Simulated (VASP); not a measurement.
Write the native input for VASP 6.6.1 that does the following.

```
Task                   : relaxation of cell and atoms
Functional             : PBE
Potentials or basis    : VASP PAW PBE potentials, release 64 (Fe)
Cutoff                 : 600 eV
k mesh                 : 16 × 16 × 16
Occupations            : fermi-dirac, width 0.1 eV
Spin                   : collinear spin, ferromagnetic start
Starting moments       : [2.5] μB
Target pressure        : -1.9 GPa
Dipole correction      : no
Further INCAR settings : ALGO = Normal; EDIFF = 1e-06; IBRION = 2; EDIFFG = -0.005; NSW = 60; ISIF = 3
```

The structure of Fe lies in POSCAR:

```
Fe
1.0
    2.3155325493      0.0000000000      0.0000000000
    0.0000000000      2.3155325493      0.0000000000
    0.0000000000      0.0000000000      2.3155325493
Fe
1
Direct
    0.0000000000      0.0000000000      0.0000000000
```

This isn't the form of Fe at room conditions, which is bcc.

One way to write it, as run:

INCAR

```
PREC = Accurate
ENCUT = 600
EDIFF = 1E-6
ISMEAR = -1
SIGMA = 0.1
LREAL = False
LASPH = True
NELM = 150
ALGO = Normal
ISIF = 3
LWAVE = False
LCHARG = False
ISPIN = 2
MAGMOM = 2.5
LORBIT = 11
LMAXMIX = 4
GGA = PE
IBRION = 2
NSW = 60
EDIFFG = -0.005
PSTRESS = -19.0
```

KPOINTS

```
regular mesh
0
Gamma
  16 16 16
```

Potentials or basis: VASP PAW PBE potentials, release 64 (Fe).

Command:

```console
$ cat potpaw_PBE.64/Fe/POTCAR > POTCAR
$ mpirun -np 1 vasp_std > vasp.out
```

Results of the run:

```
Relaxed volume                                             : 13.46 Å³/atom
Relaxed cell                                               : a = 2.378 Å, b = 2.378 Å, c = 2.378 Å, α = 90.00°, β = 90.00°, γ = 90.00°
Space group after relaxing (to 0.1 Å)                      : Pm-3m (No. 221)
Energy change on relaxing (the run minimises the enthalpy) : -21.9 meV/atom
Ionic steps                                                : 11
Pressure after relaxing                                    : -1.9 GPa
Net moment                                                 : 2.41 μB per cell
Site moments                                               : Fe +2.40 μB
Valence electrons inside the program's atomic spheres      : Fe 7.16
```

Caveat: the cell is relaxed towards a set pressure, so the run minimises the enthalpy, not the energy.

Run time: 80 s on 1 thread of Intel(R) Xeon(R) 6975P-C (Granite Rapids), on a shared host, peak memory 0.16 GiB.
